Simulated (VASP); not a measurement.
The system is Nd2Hf2F.

```xyz
5
Lattice="3.9204 0.0000 0.0000 0.0000 3.9204 0.0000 0.0000 0.0000 8.9040" Properties=species:S:1:pos:R:3 pbc="T T T"
Nd    1.9602    1.9602    1.7850
Nd    1.9602    1.9602    7.1190
Hf    0.0000    1.9602    4.4520
Hf    1.9602    0.0000    4.4520
F     0.0000    0.0000    0.0000
```

The cell was generated, and may not be a known phase.

| Property | Result |
| --- | --- |
| Program | VASP 6.6.1 |
| Task | relaxation of cell and atoms |
| Functional | PBE |
| Potentials or basis | VASP PAW PBE potentials, release 64 (Nd_3, Hf_pv, F), 4f in core |
| Cutoff | 600 eV |
| k mesh | 10 × 10 × 4 |
| Occupations | gaussian, width 0.1 eV |
| Spin | no spin polarisation |

At the start: pressure 0.4 GPa; volume 27.37 Å³/atom.

How do energy, volume and symmetry change on relaxing?

Over 7 steps the energy falls by 2.9 meV/atom and the volume is 27.45 Å³/atom (+0.3 %); space group P4/mmm (No. 123, to 0.1 Å) before and after.

The path:
| step | energy change (eV) | largest force (eV/Å) | pressure (GPa) | volume (Å³) |
| --- | --- | --- | --- | --- |
| 1 | 0.0000 | 0.2097 | 0.38 | 136.85 |
| 2 | -0.0130 | 0.0401 | -0.21 | 138.12 |
| 3 | -0.0131 | 0.0189 | -0.28 | 138.29 |
| 4 | -0.0141 | 0.0297 | 0.01 | 137.40 |
| 5 | -0.0141 | 0.0291 | -0.01 | 137.45 |
| 6 | -0.0142 | 0.0217 | 0.00 | 137.39 |
| 7 | -0.0143 | 0.0030 | 0.01 | 137.23 |

Final structure:
```cif
data_structure
_symmetry_space_group_name_H-M 'P 1'
_symmetry_Int_Tables_number 1
_cell_length_a 3.8999
_cell_length_b 3.8999
_cell_length_c 9.0231
_cell_angle_alpha 90.000
_cell_angle_beta 90.000
_cell_angle_gamma 90.000
_cell_volume 137.23
loop_
_atom_site_label
_atom_site_type_symbol
_atom_site_fract_x
_atom_site_fract_y
_atom_site_fract_z
_atom_site_occupancy
Nd1 Nd 0.50000 0.50000 0.19841 1
Nd2 Nd 0.50000 0.50000 0.80159 1
Hf1 Hf 0.00000 0.50000 0.50000 1
Hf2 Hf 0.50000 0.00000 0.50000 1
F1 F 0.00000 0.00000 0.00000 1
```

Caveat: the run has no spin polarisation, though such a crystal can be magnetic.
